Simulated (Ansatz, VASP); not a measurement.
## One calculation of PbI2Cl2, two programs

```
Pb I Cl
1.0
    -1.95626    1.95626   12.00937
     1.95626   -1.95626   12.00937
     1.95626    1.95626  -12.00937
Pb I Cl
1 2 2
Cartesian
  0.0000 0.0000 0.0000
  0.0000 0.0000 10.0363
  0.0000 0.0000 13.9825
  0.0000 1.9563 6.0047
  1.9563 0.0000 6.0047
```

Change from the starting cell: species swapped into the YMn2Si2 type (I4/mmm, No. 139).

Alike in both runs: functional PBE; k mesh 6 × 6 × 6; occupations gaussian, width 0.1 eV; no spin polarisation.

Ansatz relaxed the structure, and its values are those at the end. VASP's run is a single point on that final structure, the one shown.

|  | VASP | Ansatz |
| --- | --- | --- |
| version | VASP 6.6.1 | Ansatz 0.2.0 |
| potentials or method | VASP PAW PBE potentials, release 64 (Pb_d, I, Cl), cutoff 520 eV | scalar-relativistic, plane waves, PAW |
| valence electrons in the cell | 42 | 62 |

```csv
,VASP,Ansatz,Ansatz less VASP
gap on the k mesh at the Fermi level (eV),none,none,-
pressure (GPa),0.0,0.0,+0.03
```

A gap of «none» marks a metal or a gap that the smearing closes. The functional is the same, so the differences come from potentials, cutoffs and numerics. VASP's potentials hold 42 valence electrons a cell and Ansatz's 62, so a difference there can come from the potentials and not from the codes.

The k mesh is coarse, so the values compare programs but aren't converged. Neither program's run includes spin-orbit coupling.
